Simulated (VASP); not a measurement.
# S (I4_1/amd) in VASP: further runs, part 2 of 2

VASP 6.6.1. Earlier steps stand in the parts before.

### 3 Single point, PBE

File INCAR:

```
SYSTEM = S
PREC = Accurate
ENCUT = 520
EDIFF = 1E-7
ISMEAR = -1
SIGMA = 0.08
LREAL = .False.
LASPH = .True.
NELM = 100
ALGO = Normal
ISIF = 2
LWAVE = .False.
LCHARG = .False.
GGA = PE
NBANDS = 13
```

File KPOINTS:

```
Automatic mesh
0
Gamma
  16 16 16
  0 0 0
```

File POSCAR:

```
S
1.0
   -2.7370566582      2.7370566582      1.1647168035
    2.7370566582     -2.7370566582      1.1647168035
    2.7370566582      2.7370566582     -1.1647168035
S
2
Direct
   -0.3750000000     -0.1250000000     -0.2500000000
    0.3750000000      0.1250000000      0.2500000000
```

Potentials or basis: VASP PAW PBE potentials, release 64 (S).

Command:

```sh
> cat potpaw_PBE.64/S/POTCAR > POTCAR
> mpirun -np 1 vasp_std > vasp.out
```

OUTCAR:

```text
SYSTEM = S
   PREC = Accurate
   ENCUT = 520
   EDIFF = 1E-7
   ISMEAR = -1
   LREAL = .False.
   LASPH = .True.
   NELM = 100
   ISIF = 2
   GGA = PE

 ion  position               nearest neighbor table
   1  0.625  0.875  0.750-
   2  0.375  0.125  0.250-

  LATTYP: Found a body centered tetragonal cell.
 ALAT       =     5.4741133164
 C/A-ratio  =     0.4255362416

  Lattice vectors:

 A1 = (  -2.7370566582,   2.7370566582,   1.1647168035)
 A2 = (   2.7370566582,  -2.7370566582,   1.1647168035)
 A3 = (   2.7370566582,   2.7370566582,  -1.1647168035)

Analysis of symmetry for initial positions (statically):
=====================================================================
 Subroutine PRICEL returns:
 Original cell was already a primitive cell.

 Routine SETGRP: Setting up the symmetry group for a
 body centered tetragonal supercell.

 Subroutine GETGRP returns: Found 16 space group operations
 (whereof  4 operations were pure point group operations)
 out of a pool of 16 trial point group operations.

The static configuration has the point symmetry C_2h.
 The point group associated with its full space group is D_4h.

Analysis of symmetry for dynamics (positions and initial velocities):
=====================================================================
 Subroutine PRICEL returns:
 Original cell was already a primitive cell.

 Routine SETGRP: Setting up the symmetry group for a
 body centered tetragonal supercell.

 Subroutine GETGRP returns: Found 16 space group operations
 (whereof  4 operations were pure point group operations)
 out of a pool of 16 trial point group operations.

The dynamic configuration has the point symmetry C_2h.
 The point group associated with its full space group is D_4h.

 Subroutine INISYM returns: Found 16 space group operations
 (whereof  4 operations are pure point group operations),
[... 116 lines left out ...]
     AMIX_MAG =   1.60;   BMIX_MAG =  1.00
  volume/ion in A,a.u.               =      17.45       117.76
  Fermi-wavevector in a.u.,A,eV,Ry     =   1.146883  2.167295 17.896309  1.315342
  Thomas-Fermi vector in A             =   2.283566
   LORBIT       =      0    0 simple, 1 ext, 2 COOP (PROOUT), +10 PAW based schemes
   GGA     = PE    functional components
[... 5 lines left out ...]
 non-spin polarized calculation
  energy-cutoff  :      520.00
  volume of cell :       34.90
 maximum number of plane-waves:       955
   NGX = 15   NGY = 15   NGZ = 15

 number of electron      11.9999999 magnetization

 Free energy of the ion-electron system (eV)
  ---------------------------------------------------
  ext. energy  EPLUGINS =         0.00000000
  ---------------------------------------------------
  free energy    TOTEN  =        -6.55715744 eV

  energy without entropy =       -6.53088719  energy(sigma->0) =       -6.54402231

 E-fermi :   6.4586     XC(G=0): -10.4904

 val. band max:        6.4560364290   @ k =  -0.2500   0.3125   0.1250
 cond. band min:       6.4611658428   @ k =  -0.3125  -0.4375   0.1875
 fundamental gap:      0.0051294139
 Fermi energy:         6.4586023675

 k-point     1 :       0.0000    0.0000    0.0000
  band No.  band energies     occupation
      1     -10.3266      2.00000
      2      -6.5906      2.00000
      3       0.8303      2.00000
      4       0.8303      2.00000
      5       6.4691      0.93444
      6       6.4691      0.93444
      7       9.4172      0.00000
      8      12.4264      0.00000
      9      12.5306      0.00000
     10      13.2858      0.00000
     11      13.6885      0.00000
     12      19.0812      0.00000
     13      20.6465      0.00000
[... 354 lines left out ...]
  band No.  band energies     occupation
      1     -10.3000      2.00000
      2      -6.6422      2.00000
      3       0.8601      2.00000
      4       0.8621      2.00000
      5       6.3441      1.61422
      6       6.3445      1.61282
      7       9.5361      0.00000
      8      12.4484      0.00000
      9      12.5281      0.00000
     10      13.4429      0.00000
     11      13.8400      0.00000
     12      19.0577      0.00000
     13      20.6370      0.00000

 [... further k-points ...]

------------------------ aborting loop because EDIFF is reached ----------------------------------------

  FORCE on cell =-STRESS in cart. coord.  units (eV):
  Direction    XX          YY          ZZ          XY          YZ          ZX
  --------------------------------------------------------------------------------------
  -------------------------------------------------------------------------------------
  Total        0.4793812      0.4793812      0.3971986      0.0000000     -0.0000000      0.0000000
  in kB       22.0061286     22.0061286     18.2335136      0.0000000     -0.0000000      0.0000000
  external PRESSURE =      20.7485903 kB  Pullay stress =       0.0000000 kB

 VOLUME and BASIS-vectors are now :
 -----------------------------------------------------------------------------
  energy-cutoff  :      520.00
  volume of cell :       34.90
      direct lattice vectors                 reciprocal lattice vectors
    -2.737056658  2.737056658  1.164716803     0.000000000  0.182677987  0.429288904
     2.737056658 -2.737056658  1.164716803     0.182677987  0.000000000  0.429288904
     2.737056658  2.737056658 -1.164716803     0.182677987  0.182677987  0.000000000

 POSITION                                       TOTAL-FORCE (eV/Angst)
 -----------------------------------------------------------------------------------
      2.73706      1.36853      0.87354         0.000000     -0.000000      0.000000
      0.00000      1.36853      0.29118        -0.000000      0.000000     -0.000000
 -----------------------------------------------------------------------------------
    total drift:                                0.000000     -0.000000      0.000000

  FREE ENERGIE OF THE ION-ELECTRON SYSTEM (eV)
  ---------------------------------------------------
  free  energy   TOTEN  =        -6.5571574391 eV

  energy  without entropy=       -6.5308871853  energy(sigma->0) =       -6.54402231
```

OSZICAR:

```text
N       E                     dE             d eps       ncg     rms          rms(c)
DAV:   1     0.432511635152E+02    0.43251E+02   -0.54541E+03  9082   0.806E+02
DAV:   2    -0.438363235312E+01   -0.47635E+02   -0.45103E+02 12809   0.140E+02
DAV:   3    -0.653124603889E+01   -0.21476E+01   -0.21204E+01 11895   0.300E+01
DAV:   4    -0.654927418782E+01   -0.18028E-01   -0.18020E-01 11066   0.333E+00
DAV:   5    -0.654948831263E+01   -0.21412E-03   -0.21412E-03 12009   0.358E-01    0.136E+01
DAV:   6    -0.655349048284E+01   -0.40022E-02   -0.20855E-03 11023   0.330E-01    0.819E+00
DAV:   7    -0.655710828811E+01   -0.36178E-02   -0.42712E-03 10929   0.487E-01    0.107E-01
DAV:   8    -0.655713385784E+01   -0.25570E-04   -0.26678E-04 11594   0.106E-01    0.317E-02
DAV:   9    -0.655715549609E+01   -0.21638E-04   -0.33630E-05 11187   0.372E-02    0.113E-02
DAV:  10    -0.655715708759E+01   -0.15915E-05   -0.37676E-06 11204   0.127E-02    0.105E-02
DAV:  11    -0.655715740264E+01   -0.31505E-06   -0.53034E-07 11269   0.527E-03    0.101E-03
DAV:  12    -0.655715743907E+01   -0.36428E-07   -0.15618E-08  7192   0.936E-04
   1 F= -.65571574E+01 E0= -.65440223E+01  d E =-.262703E-01
```

It took 3.5 min on 1 thread of Intel Xeon Platinum 8259CL at 2.50GHz (Skylake/Cascade Lake), shared host; peak memory 0.25 GiB.

What came out:

```yaml
Free_energy: -6.5572 eV
Pressure: 2.1 GPa
Band_gap_on_the_k_mesh: zero (bands 6 and 7 overlap by 2.96 eV)
```

Levels at points of the mesh, in eV from the Fermi level:
| k point | band 3 | band 4 | band 5 | band 6 | band 7 | band 8 | band 9 | band 10 |
| --- | --- | --- | --- | --- | --- | --- | --- | --- |
| (0.00, 0.00, 0.00) | -5.63 | -5.63 | 0.01 | 0.01 | 2.96 | 5.97 | 6.07 | 6.83 |
| (0.50, 0.00, 0.00) | -7.37 | -6.52 | -2.61 | -0.55 | 0.28 | 0.96 | 6.34 | 6.48 |
| (0.50, 0.50, 0.00) | -3.68 | -3.68 | -3.65 | -3.65 | 6.02 | 6.02 | 9.03 | 9.03 |
| (0.50, 0.50, 0.50) | -7.41 | -7.41 | 1.11 | 1.11 | 5.82 | 5.82 | 9.06 | 9.06 |

### 4 Relaxation of cell and atoms, PBE, target pressure 2.3 GPa, at which the enthalpy is minimised

File INCAR:

```
  PREC = Accurate
  ENCUT = 600
  EDIFF = 1E-7
  ISMEAR = -1
  SIGMA = 0.08
  LREAL = False
  LASPH = True
  NELM = 100
  ALGO = Normal
  ISIF = 3
  LWAVE = False
  LCHARG = False
  GGA = PE
  IBRION = 2
  NSW = 32
  EDIFFG = -0.005
  PSTRESS = 23.0
```

File KPOINTS:

```
regular mesh
0
Gamma
  16 16 16
```

File POSCAR:

```
S
1.0
   -2.7360185170      2.7360185170      1.1646237326
    2.7360185170     -2.7360185170      1.1646237326
    2.7360185170      2.7360185170     -1.1646237326
S
2
Direct
   -0.3750000000     -0.1250000000     -0.2500000000
    0.3750000000      0.1250000000      0.2500000000
```

Potentials or basis: VASP PAW PBE potentials, release 64 (S).

Command:

```sh
> cat potpaw_PBE.64/S/POTCAR > POTCAR
> mpirun -np 1 vasp_std > vasp.out
```

OUTCAR:

```text
PREC = Accurate
   ENCUT = 600
   EDIFF = 1E-7
   ISMEAR = -1
   LREAL = False
   LASPH = True
   NELM = 100
   ISIF = 3
   GGA = PE
   IBRION = 2
   NSW = 32
   EDIFFG = -0.005
   PSTRESS = 23.0

 ion  position               nearest neighbor table
   1  0.625  0.875  0.750-
   2  0.375  0.125  0.250-

  LATTYP: Found a body centered tetragonal cell.
 ALAT       =     5.4720370340
 C/A-ratio  =     0.4256636881

  Lattice vectors:

 A1 = (  -2.7360185170,   2.7360185170,   1.1646237326)
 A2 = (   2.7360185170,  -2.7360185170,   1.1646237326)
 A3 = (   2.7360185170,   2.7360185170,  -1.1646237326)

Analysis of symmetry for initial positions (statically):
[... 339 lines left out ...]
 val. band max:        6.4241086236   @ k =  -0.1875   0.4375   0.1875
 cond. band min:       6.4425146725   @ k =  -0.3125   0.3125   0.1875
 fundamental gap:      0.0184060490
 Fermi energy:         6.4391921625

 k-point     1 :       0.0000    0.0000    0.0000
  band No.  band energies     occupation
      1     -10.3493      2.00000
      2      -6.6603      2.00000
      3       0.8087      2.00000
      4       0.8087      2.00000
      5       6.4110      1.17411
      6       6.4110      1.17411
      7       9.4062      0.00000
      8      12.5332      0.00000
      9      12.6482      0.00000
     10      13.2051      0.00000
[... 287 lines left out ...]
 k-point    24 :      -0.0625    0.0625    0.0000
  band No.  band energies     occupation
      1     -10.3229      2.00000
      2      -6.7110      2.00000
      3       0.8380      2.00000
      4       0.8404      2.00000
      5       6.2865      1.74165
      6       6.2879      1.73783
      7       9.5243      0.00000
      8      12.5585      0.00000
      9      12.6458      0.00000
     10      13.3625      0.00000

 [... further k-points ...]

------------------------ aborting loop because EDIFF is reached ----------------------------------------

  FORCE on cell =-STRESS in cart. coord.  units (eV):
  Direction    XX          YY          ZZ          XY          YZ          ZX
  --------------------------------------------------------------------------------------
  -------------------------------------------------------------------------------------
  Total        0.5036548      0.5036548      0.5006390      0.0000000     -0.0000000     -0.0000000
  in kB       23.1164280     23.1164280     22.9780106      0.0000000     -0.0000000     -0.0000000
  external PRESSURE =       0.0702889 kB  Pullay stress =      23.0000000 kB
[... 21 lines left out ...]
  energy  without entropy=       -6.5310581702  energy(sigma->0) =       -6.54428892

  enthalpy is  TOTEN    =        -6.0564015708 eV   P V=        0.5011180937

 reached required accuracy - stopping structural energy minimisation
```

OSZICAR:

```text
N       E                     dE             d eps       ncg     rms          rms(c)
DAV:   1     0.519369477100E+02    0.51937E+02   -0.62215E+03  6980   0.118E+03
[... 35 lines left out ...]
DAV:   1    -0.655796562067E+01   -0.15073E-02   -0.22906E-02  7134   0.108E+00    0.127E-01
DAV:   2    -0.655766245675E+01    0.30316E-03   -0.86362E-04  7688   0.236E-01    0.625E-02
DAV:   3    -0.655752800986E+01    0.13445E-03   -0.23441E-04  7656   0.104E-01    0.349E-02
DAV:   4    -0.655752093334E+01    0.70765E-05   -0.27619E-05  8196   0.377E-02    0.117E-02
DAV:   5    -0.655751985932E+01    0.10740E-05   -0.91082E-07  8582   0.802E-03    0.227E-03
DAV:   6    -0.655751965762E+01    0.20171E-06   -0.62941E-08  4192   0.195E-03    0.538E-04
DAV:   7    -0.655751966446E+01   -0.68427E-08   -0.83510E-09  3786   0.843E-04
   5 F= -.60564016E+01 E0= -.60431708E+01  d E =-.728317E-04
```

Run time: 3.9 min. Hardware: 1 thread of Intel Xeon Platinum 8488C (Sapphire Rapids), shared host; peak memory 0.26 GiB.

Results:

* Free energy: -6.5575 eV
* Relaxed volume: 17.45 Å³/atom
* Relaxed cell: a = 4.048 Å, b = 4.048 Å, c = 4.048 Å, α = 94.71°, β = 94.71°, γ = 146.68°
* Space group after relaxing (to 0.1 Å): I4_1/amd (No. 141)
* Energy change on relaxing (the run minimises the enthalpy): -0.3 meV/atom
* Ionic steps: 5
* Pressure after relaxing: 2.3 GPa
* Band gap on the k mesh: zero (bands 6 and 7 overlap by 2.92 eV)

Step by step:
```csv
step,energy change (eV),largest force (eV/Å),pressure (GPa),volume (Å³)
1,0.0000,0.0000,2.17,34.87
2,0.0010,0.0000,2.41,34.80
3,0.0009,0.0000,2.39,34.81
4,0.0004,0.0000,2.36,34.84
5,-0.0007,0.0000,2.31,34.91
```

Final structure:
```
CELL_PARAMETERS angstrom
-2.74234 2.74234 1.16043
2.74234 -2.74234 1.16043
2.74234 2.74234 -1.16043
ATOMIC_POSITIONS crystal
S 0.62500 0.87500 0.75000
S 0.37500 0.12500 0.25000
```

Caveat: the cell is relaxed towards a set pressure, so the run minimises the enthalpy, not the energy.

### 5 Relaxation of cell and atoms, PBE, target pressure 2.3 GPa, at which the enthalpy is minimised

This run uses another cell than the first one, of 15.90 Å³/atom.

File INCAR:

```
  PREC = Accurate
  ENCUT = 600
  EDIFF = 1E-7
  ISMEAR = -1
  SIGMA = 0.08
  LREAL = F
  LASPH = T
  NELM = 100
  ALGO = Normal
  ISIF = 3
  LWAVE = F
  LCHARG = F
  GGA = PE
  IBRION = 2
  NSW = 60
  EDIFFG = -0.005
  PSTRESS = 23.0
```

KPOINTS is that of step 4.

File POSCAR:

```
S
1.0
   -2.4357941903      2.4357941903      1.3396868046
    2.4357941903     -2.4357941903      1.3396868046
    2.4357941903      2.4357941903     -1.3396868046
S
2
Direct
   -0.3750000000     -0.1250000000     -0.2500000000
    0.3750000000      0.1250000000      0.2500000000
```

Command:

```sh
> cat potpaw_PBE.64/S/POTCAR > POTCAR
> mpirun -np 1 vasp_std > vasp.out
```

It took 20 min on 1 thread of Oxide Virtual Turin-like, shared host; peak memory 0.22 GiB.

The run converged. Its results:

```yaml
Free_energy: -6.5559 eV
Relaxed_volume: 17.45 Å³/atom
Relaxed_cell: a = 4.047 Å, b = 4.047 Å, c = 4.047 Å, α = 94.72°, β = 94.72°, γ = 146.67°
Space_group_after_relaxing_to_0.1_Å: I4_1/amd (No. 141)
Energy_change_on_relaxing_the_run_minimises_the_enthalpy: -124.5 meV/atom
Ionic_steps: 12
Pressure_after_relaxing: 2.3 GPa
Band_gap_on_the_k_mesh: zero (bands 6 and 7 overlap by 2.92 eV)
```

Step by step:
| step | energy change (eV) | largest force (eV/Å) | pressure (GPa) | volume (Å³) |
| --- | --- | --- | --- | --- |
| 1 | 0.0000 | 0.0000 | 8.93 | 31.79 |
| 2 | -0.0932 | 0.0000 | 0.11 | 34.92 |
| 3 | -0.0870 | 0.0000 | 1.74 | 34.25 |
| 4 | -0.1108 | 0.0000 | 1.16 | 34.37 |
| 5 | -0.1434 | 0.0000 | 0.53 | 34.52 |
| 6 | -0.2032 | 0.0000 | 0.35 | 34.73 |
| 7 | -0.2382 | 0.0000 | 4.41 | 34.75 |
| 8 | -0.2468 | 0.0000 | 1.97 | 34.81 |
| 9 | -0.2476 | 0.0000 | 2.37 | 34.80 |
| 10 | -0.2475 | 0.0000 | 2.57 | 34.80 |
| 11 | -0.2522 | 0.0000 | 1.56 | 35.17 |
| 12 | -0.2490 | 0.0000 | 2.30 | 34.90 |

Final structure:
```cif
data_structure
_symmetry_space_group_name_H-M 'P 1'
_symmetry_Int_Tables_number 1
_cell_length_a 4.0472
_cell_length_b 4.0472
_cell_length_c 4.0472
_cell_angle_alpha 94.718
_cell_angle_beta 94.718
_cell_angle_gamma 146.669
_cell_volume 34.90
loop_
_atom_site_label
_atom_site_type_symbol
_atom_site_fract_x
_atom_site_fract_y
_atom_site_fract_z
_atom_site_occupancy
S1 S 0.62500 0.87500 0.75000 1
S2 S 0.37500 0.12500 0.25000 1
```

Levels at points of the mesh, in eV from the Fermi level:
```tsv
k point	band 4	band 5	band 6	band 7	band 8	band 9
(0.00, 0.00, 0.00)	-5.63	-0.02	-0.02	2.96	6.09	6.20
(0.50, 0.00, 0.00)	-6.56	-2.56	-0.52	0.31	0.99	6.34
(0.50, 0.50, 0.00)	-3.70	-3.67	-3.67	6.15	6.15	9.00
(0.50, 0.50, 0.50)	-7.40	1.06	1.06	5.95	5.95	9.02
```

Caveat: the cell is relaxed towards a set pressure, so the run minimises the enthalpy, not the energy.

### 6 Overview

```csv
task,cell,cutoff (eV),gap on the mesh (eV),pressure (GPa)
single point,"a = 4.041 Å, angles 94.8, 94.8, 146.5°, 2 atoms",520,none,2.1
single point,"a = 4.042 Å, angles 94.8, 94.8, 146.5°, 2 atoms",520,none,2.1
relaxation of cell and atoms,"relaxed to 2.3 GPa from a = 4.041 Å, angles 94.8, 94.8, 146.5°, 2 atoms",600,none,2.3
relaxation of cell and atoms,"relaxed to 2.3 GPa from a = 3.696 Å, angles 97.5, 97.5, 137.5°, 2 atoms",600,none,2.3
```

Alike in all rows: level PBE; potentials or basis VASP PAW PBE potentials, release 64 (S); no spin polarisation; k mesh 16 × 16 × 16; smearing fermi-dirac 0.08 eV.

Caveats: the cell is relaxed towards a set pressure, so the run minimises the enthalpy, not the energy (at least some runs).

Total energies depend on the potentials used, so only differences within one code and one set of settings carry meaning.
